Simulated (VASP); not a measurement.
# NaI (Fm-3m) in VASP: notebook, part 2 of 2

VASP 6.6.1. The steps go on from the part before.

## 4. Single point, r2SCAN

Contents of POSCAR:

```
NaI
1.0
    0.0000000000      3.2296282834      3.2296282834
    3.2296282834      0.0000000000      3.2296282834
    3.2296282834      3.2296282834      0.0000000000
Na I
1 1
Direct
    0.0000000000      0.0000000000      0.0000000000
    0.5000000000      0.5000000000      0.5000000000
```

Contents of INCAR.step1:

```
PREC = Accurate
ENCUT = 520
ISMEAR = -1
SIGMA = 0.2
LREAL = F
LASPH = T
NELM = 100
NBANDS = 14
GGA = PE
ALGO = Normal
EDIFF = 1E-4
LWAVE = T
LCHARG = F
```

Contents of INCAR.step2:

```
PREC = Accurate
ENCUT = 520
EDIFF = 1E-6
ISMEAR = -1
SIGMA = 0.2
LREAL = F
LASPH = T
NELM = 100
ALGO = Normal
ISIF = 2
LWAVE = F
LCHARG = T
METAGGA = R2SCAN
LMIXTAU = T
LELF = T
LVHAR = T
NBANDS = 14
ISTART = 1
```

Contents of KPOINTS:

```
regular mesh
0
Gamma
  6 6 6
```

Potentials or basis: VASP PAW PBE potentials, release 64 (Na_pv, I).

Run with:

```console
cat potpaw_PBE.64/Na_pv/POTCAR potpaw_PBE.64/I/POTCAR > POTCAR
cp INCAR.step1 INCAR
mpirun -np 1 vasp_std > vasp.out
cp INCAR.step2 INCAR
mpirun -np 1 vasp_std > vasp.out
```

OUTCAR:

```text
PREC = Accurate
   ENCUT = 520
   EDIFF = 1E-6
   ISMEAR = -1
   LREAL = F
   LASPH = T
   NELM = 100
   ISIF = 2
   METAGGA = R2SCAN
   ISTART = 1

 ion  position               nearest neighbor table
   1  0.000  0.000  0.000-
   2  0.500  0.500  0.500-

  LATTYP: Found a face centered cubic cell.
 ALAT       =     6.4592565668

  Lattice vectors:

 A1 = (   0.0000000000,   3.2296282834,   3.2296282834)
 A2 = (   3.2296282834,   0.0000000000,   3.2296282834)
 A3 = (   3.2296282834,   3.2296282834,   0.0000000000)

Analysis of symmetry for initial positions (statically):
=====================================================================
 Subroutine PRICEL returns:
 Original cell was already a primitive cell.

 Routine SETGRP: Setting up the symmetry group for a
 face centered cubic supercell.

 Subroutine GETGRP returns: Found 48 space group operations
 (whereof 48 operations were pure point group operations)
 out of a pool of 48 trial point group operations.

The static configuration has the point symmetry O_h .

Analysis of symmetry for dynamics (positions and initial velocities):
=====================================================================
 Subroutine PRICEL returns:
 Original cell was already a primitive cell.

 Routine SETGRP: Setting up the symmetry group for a
 face centered cubic supercell.

 Subroutine GETGRP returns: Found 48 space group operations
 (whereof 48 operations were pure point group operations)
 out of a pool of 48 trial point group operations.

The dynamic configuration has the point symmetry O_h .

 Subroutine INISYM returns: Found 48 space group operations
 (whereof 48 operations are pure point group operations),
 and found     1 'primitive' translations

----------------------------------------------------------------------------------------

                                     Primitive cell

  volume of cell :      67.3733

  direct lattice vectors                    reciprocal lattice vectors
     0.000000000  3.229628283  3.229628283    -0.154816578  0.154816578  0.154816578
     3.229628283  0.000000000  3.229628283     0.154816578 -0.154816578  0.154816578
     3.229628283  3.229628283  0.000000000     0.154816578  0.154816578 -0.154816578

  length of vectors
     4.567384120  4.567384120  4.567384120     0.268150179  0.268150179  0.268150179

  position of ions in fractional coordinates (direct lattice)
     0.000000000  0.000000000  0.000000000
     0.500000000  0.500000000  0.500000000

  ion indices of the primitive-cell ions
   primitive index   ion index
                 1           1
                 2           2

----------------------------------------------------------------------------------------

 KPOINTS: regular mesh

Automatic generation of k-mesh.
 Grid dimensions read from file:
 generate k-points for:    6    6    6

 Generating k-lattice:

  Cartesian coordinates                     Fractional coordinates (reciprocal lattice)
    -0.025802763  0.025802763  0.025802763     0.166666667  0.000000000  0.000000000
     0.025802763 -0.025802763  0.025802763     0.000000000  0.166666667  0.000000000
     0.025802763  0.025802763 -0.025802763     0.000000000  0.000000000  0.166666667

  Length of vectors
     0.044691697  0.044691697  0.044691697

  Shift w.r.t. Gamma in fractional coordinates (k-lattice)
     0.000000000  0.000000000  0.000000000

 Subroutine IBZKPT returns following result:
 ===========================================

 Found     16 irreducible k-points:

 Following reciprocal coordinates:
            Coordinates               Weight
  0.000000  0.000000  0.000000      1.000000
  0.166667  0.000000  0.000000      8.000000
  0.333333  0.000000  0.000000      8.000000
  0.500000  0.000000  0.000000      4.000000
  0.166667  0.166667  0.000000      6.000000
  0.333333  0.166667  0.000000     24.000000
[... 8 lines left out ...]
 -0.333333  0.333333  0.166667     24.000000
 -0.333333  0.500000  0.166667     12.000000
   k-points           NKPTS =     16   k-points in BZ     NKDIM =     16   number of bands    NBANDS=     14
   number of dos      NEDOS =    301   number of ions     NIONS =      2
   total plane-waves  NPLWV =  46656
   dimension x,y,z NGX =    36 NGY =   36 NGZ =   36
   dimension x,y,z NGXF=    72 NGYF=   72 NGZF=   72
   ions per type =               1   1
   NGX,Y,Z   is equivalent  to a cutoff of  13.10, 13.10, 13.10 a.u.
   NGXF,Y,Z  is equivalent  to a cutoff of  26.21, 26.21, 26.21 a.u.
 SYSTEM =  unknown system
   PREC   = accura    normal or accurate (medium, high low for compatibility)
   ISTART =      1    job   : 0-new  1-cont  2-samecut
   ICHARG =      0    charge: 1-file 2-atom 10-const
   ISPIN  =      1    spin polarized calculation?
   LNONCOLLINEAR =      F non collinear calculations
   LSORBIT =      F    spin-orbit coupling
   LASPH  =      T    aspherical Exc in radial PAW
   ENCUT  =  520.0 eV  38.22 Ry    6.18 a.u.   8.49  8.49  8.49*2*pi/ulx,y,z
   NELM   =    100;   NELMIN=  2; NELMDL=  0     # of ELM steps
   EDIFF  = 0.1E-05   stopping-criterion for ELM
   LREAL  =      F    real-space projection
   EDIFFG = 0.1E-04   stopping-criterion for IOM
   NSW    =      0    number of steps for IOM
   IBRION =     -1    ionic relax: 0-MD 1-quasi-New 2-CG
   NFREE  =      0    steps in history (QN), initial steepest desc. (CG)
   ISIF   =      2    stress and relaxation
   ISYM   =      2    0-nonsym 1-usesym 2-fastsym
   POTIM  = 0.5000    time-step for ionic-motion
   TEBEG  =    0.0;   TEEND  =   0.0 temperature during run
   PSTRESS=    0.0 pullay stress
   NELECT =      14.0000    total number of electrons
   NUPDOWN=      -1.0000    fix difference up-down
   EMIN   =  10.00;   EMAX   =-10.00  energy-range for DOS
   EFERMI =   0.00;   METHOD = LEGACY
   ISMEAR =    -1;   SIGMA  =   0.20  broadening in eV -4-tet -1-fermi 0-gaus
   EFERMI_NEDOS =   21; number of points for ismear=-14 and -15
   IALGO  =     38    algorithm
   IMIX   =      4    mixing-type and parameters
     AMIX     =   0.40;   BMIX     =  1.00
     AMIX_MAG =   1.60;   BMIX_MAG =  1.00
  volume/ion in A,a.u.               =      33.69       227.33
  Fermi-wavevector in a.u.,A,eV,Ry     =   0.969665  1.832401 12.792876  0.940250
  Thomas-Fermi vector in A             =   2.099736
   LORBIT       =      0    0 simple, 1 ext, 2 COOP (PROOUT), +10 PAW based schemes
   METAGGA = R2SCAN    functional components
   LHFCALC =     F    Hartree Fock is set to
   AEXX    =    0.0000 exact exchange contribution
   IVDW    =     0    specifies the selected vdW correction
   LEPSILON=     F    determine dielectric tensor
   LRPA    =     F    only Hartree local field effects (RPA)
 non-spin polarized calculation
  energy-cutoff  :      520.00
  volume of cell :       67.37
 maximum number of plane-waves:      1837
 NGX is ok and might be reduce to    36
   NGX = 17   NGY = 17   NGZ = 17

 number of electron      13.9999994 magnetization

 Free energy of the ion-electron system (eV)
  ---------------------------------------------------
  ext. energy  EPLUGINS =         0.00000000
  ---------------------------------------------------
  free energy    TOTEN  =       -31.08576426 eV

  energy without entropy =      -31.08575819  energy(sigma->0) =      -31.08576122

 E-fermi :   3.1230     XC(G=0):  -8.0955

 val. band max:        0.5240705744   @ k =   0.0000   0.0000   0.0000
 cond. band min:       4.9822599784   @ k =   0.0000   0.0000   0.0000
 fundamental gap:      4.4581894040
 Fermi energy:         3.1229773280

 k-point     1 :       0.0000    0.0000    0.0000
  band No.  band energies     occupation
      1     -22.7206      2.00000
      2     -22.7204      2.00000
      3     -22.7204      2.00000
      4     -10.8382      2.00000
      5       0.5241      2.00000
      6       0.5241      2.00000
      7       0.5241      2.00000
      8       4.9823      0.00018
      9       8.9986      0.00000
     10       8.9987      0.00000
     11       8.9987      0.00000
     12      10.8606      0.00000
     13      10.8606      0.00000
     14      11.6467      0.00000
[... 241 lines left out ...]
      1     -22.7237      2.00000
      2     -22.7226      2.00000
      3     -22.7222      2.00000
      4     -10.4068      2.00000
      5      -1.1903      2.00000
      6      -0.6108      2.00000
      7      -0.3730      2.00000
      8       6.6275      0.00000
      9       7.5338      0.00000
     10       9.7745      0.00000
     11       9.9309      0.00000
     12      13.1526      0.00000
     13      13.9188      0.00000
     14      13.9622      0.00000

------------------------ aborting loop because EDIFF is reached ----------------------------------------

  FORCE on cell =-STRESS in cart. coord.  units (eV):
  Direction    XX          YY          ZZ          XY          YZ          ZX
  --------------------------------------------------------------------------------------
  -------------------------------------------------------------------------------------
  Total       -0.0309063     -0.0309063     -0.0309063     -0.0000000      0.0000000      0.0000000
  in kB       -0.7349714     -0.7349714     -0.7349714     -0.0000000      0.0000000      0.0000000
  external PRESSURE =      -0.7349714 kB  Pullay stress =       0.0000000 kB

 VOLUME and BASIS-vectors are now :
 -----------------------------------------------------------------------------
  energy-cutoff  :      520.00
  volume of cell :       67.37
      direct lattice vectors                 reciprocal lattice vectors
     0.000000000  3.229628283  3.229628283    -0.154816578  0.154816578  0.154816578
     3.229628283  0.000000000  3.229628283     0.154816578 -0.154816578  0.154816578
     3.229628283  3.229628283  0.000000000     0.154816578  0.154816578 -0.154816578

 POSITION                                       TOTAL-FORCE (eV/Angst)
 -----------------------------------------------------------------------------------
      0.00000      0.00000      0.00000        -0.000000      0.000000      0.000000
      3.22963      3.22963      3.22963         0.000000      0.000000     -0.000000
 -----------------------------------------------------------------------------------
    total drift:                                0.000000      0.000000      0.000000

  FREE ENERGIE OF THE ION-ELECTRON SYSTEM (eV)
  ---------------------------------------------------
  free  energy   TOTEN  =       -31.0857642623 eV

  energy  without entropy=      -31.0857581862  energy(sigma->0) =      -31.08576122
```

OSZICAR.step1:

```text
N       E                     dE             d eps       ncg     rms          rms(c)
DAV:   1     0.876800979234E+02    0.87680E+02   -0.65575E+03   448   0.897E+02
DAV:   2     0.155465190905E+01   -0.86125E+02   -0.80994E+02   492   0.228E+02
DAV:   3    -0.527741550010E+01   -0.68321E+01   -0.67824E+01   580   0.623E+01
DAV:   4    -0.544675639284E+01   -0.16934E+00   -0.16931E+00   562   0.988E+00
DAV:   5    -0.545050238356E+01   -0.37460E-02   -0.37460E-02   596   0.135E+00    0.162E+00
DAV:   6    -0.539009751773E+01    0.60405E-01   -0.69552E-02   526   0.153E+00    0.111E+00
DAV:   7    -0.538159537286E+01    0.85021E-02   -0.64050E-02   556   0.130E+00    0.612E-01
DAV:   8    -0.538364162982E+01   -0.20463E-02   -0.52712E-03   508   0.575E-01    0.182E-01
DAV:   9    -0.538360349900E+01    0.38131E-04   -0.21256E-04   544   0.127E-01
   1 F= -.53836035E+01 E0= -.53835846E+01  d E =-.377293E-04
```

Wall time 46 s (1 thread of Intel Xeon Platinum 8488C (Sapphire Rapids), shared host); peak memory 0.21 GiB.

What came out:

- Free energy: -31.0858 eV
- Pressure: -0.1 GPa
- Band gap on the k mesh: 4.46 eV

Caveat: the PAW data sets were made with another functional, which shifts forces and pressure a little; spin-orbit coupling is left out, which moves the levels of the heavy elements.

## 5. Single point, r2SCAN+D3(BJ)

POSCAR is that of step 4.

Contents of INCAR.step1:

```
SYSTEM = NaI
ALGO = Normal
EDIFF = 1E-4
ENCUT = 520
GGA = PE
ISMEAR = 0
LASPH = .True.
LCHARG = .False.
LREAL = .False.
LWAVE = .True.
NBANDS = 14
NELM = 60
PREC = Accurate
SIGMA = 0.01
```

Contents of INCAR.step2:

```
SYSTEM = NaI
ALGO = Normal
EDIFF = 1E-6
ENCUT = 520
ISIF = 2
ISMEAR = 0
ISTART = 1
IVDW = 12
LASPH = .True.
LCHARG = .False.
LMIXTAU = .True.
LREAL = .False.
LWAVE = .False.
METAGGA = R2SCAN
NBANDS = 14
NELM = 60
PREC = Accurate
SIGMA = 0.01
VDW_A1 = 0.49484001
VDW_A2 = 5.73083694
VDW_S6 = 1.0
VDW_S8 = 0.78981345
```

Contents of KPOINTS:

```
k-points
0
Gamma
  6 6 6
  0 0 0
```

Potentials or basis: VASP PAW PBE potentials, release 64 (Na_pv, I).

Run with:

```console
cat potpaw_PBE.64/Na_pv/POTCAR potpaw_PBE.64/I/POTCAR > POTCAR
cp INCAR.step1 INCAR
mpirun -np 1 vasp_std > vasp.out
cp INCAR.step2 INCAR
mpirun -np 1 vasp_std > vasp.out
```

OUTCAR:

```text
SYSTEM = NaI
   EDIFF = 1E-6
   ENCUT = 520
   ISIF = 2
   ISMEAR = 0
   ISTART = 1
   IVDW = 12
   LASPH = .True.
   LREAL = .False.
   METAGGA = R2SCAN
   NELM = 60
   PREC = Accurate
 IVDW          = 12

 ion  position               nearest neighbor table
   1  0.000  0.000  0.000-
   2  0.500  0.500  0.500-

  LATTYP: Found a face centered cubic cell.
 ALAT       =     6.4592565668

  Lattice vectors:

[... 447 lines left out ...]
     14      13.9622      0.00000

------------------------ aborting loop because EDIFF is reached ----------------------------------------

 Edisp (eV)   -0.24147

 E8    (eV) :    -0.0883

  FORCE on cell =-STRESS in cart. coord.  units (eV):
  Direction    XX          YY          ZZ          XY          YZ          ZX
  --------------------------------------------------------------------------------------
  -------------------------------------------------------------------------------------
  Total      -0.27410    -0.27410    -0.27410     0.00000     0.00000     0.00000
  in kB      -6.51837    -6.51837    -6.51837     0.00000     0.00000     0.00000
  external pressure =       -6.52 kB  Pullay stress =        0.00 kB

 VOLUME and BASIS-vectors are now :
 -----------------------------------------------------------------------------
  energy-cutoff  :      520.00
  volume of cell :       67.37
      direct lattice vectors                 reciprocal lattice vectors
     0.000000000  3.229628283  3.229628283    -0.154816578  0.154816578  0.154816578
     3.229628283  0.000000000  3.229628283     0.154816578 -0.154816578  0.154816578
     3.229628283  3.229628283  0.000000000     0.154816578  0.154816578 -0.154816578

 POSITION                                       TOTAL-FORCE (eV/Angst)
 -----------------------------------------------------------------------------------
      0.00000      0.00000      0.00000         0.000000      0.000000      0.000000
      3.22963      3.22963      3.22963        -0.000000     -0.000000     -0.000000
 -----------------------------------------------------------------------------------
    total drift:                                0.000000      0.000000      0.000000

  FREE ENERGIE OF THE ION-ELECTRON SYSTEM (eV)
  ---------------------------------------------------
  free  energy   TOTEN  =       -31.3272356796 eV

  energy  without entropy=      -31.3272356796  energy(sigma->0) =      -31.32723568
```

Run time: 44 s. Hardware: 1 thread of Intel Xeon Platinum 8488C (Sapphire Rapids), shared host; peak memory 0.21 GiB.

Results:

* Free energy: -31.3272 eV
* Pressure: -0.7 GPa
* Band gap on the k mesh: 4.46 eV
* Dispersion energy per atom: -0.121 eV

Levels at points of the mesh, in eV from the valence-band top:
```csv
k point,band 3,band 4,band 5,band 6,band 7,band 8,band 9,band 10,band 11,band 12
"(0.00, 0.00, 0.00)",-23.24,-11.36,0.00,0.00,0.00,4.46,8.47,8.47,8.47,10.34
"(0.50, 0.00, 0.00)",-23.24,-11.02,-2.21,-0.30,-0.30,5.70,8.08,8.08,9.83,11.08
"(0.50, 0.50, 0.00)",-23.25,-10.94,-1.96,-0.77,-0.77,5.23,6.01,10.77,12.19,12.33
```

Caveat: the PAW data sets were made with another functional, which shifts forces and pressure a little; spin-orbit coupling is left out, which moves the levels of the heavy elements. r2SCAN opens gaps a little over a GGA but as a rule still falls short of measured ones.

## 6. Summary

| level | smearing | gap on the mesh (eV) | pressure (GPa) |
| --- | --- | --- | --- |
| PBEsol | gaussian 0.01 eV | 3.52 | -0.4 |
| r2SCAN | gaussian 0.01 eV | 4.46 | -0.1 |
| r2SCAN | fermi-dirac 0.2 eV | 4.46 | -0.1 |
| r2SCAN+D3(BJ) | gaussian 0.01 eV | 4.46 | -0.7 |

Alike in all rows: task single point; potentials or basis VASP PAW PBE potentials, release 64 (Na_pv, I); no spin polarisation; cell as given; k mesh 6 × 6 × 6; cutoff (eV) 520.

On the cell as given the gap runs from 3.52 eV (PBEsol) to 4.46 eV (r2SCAN). The pressure there spans -0.7 GPa (r2SCAN+D3(BJ)) to -0.1 GPa (r2SCAN); a positive pressure means that this level wants a larger cell, a negative one a smaller.

Caveats: the PAW data sets were made with another functional, which shifts forces and pressure a little; spin-orbit coupling is left out, which moves the levels of the heavy elements.

Absolute energies hang on the potentials; compare differences alone.
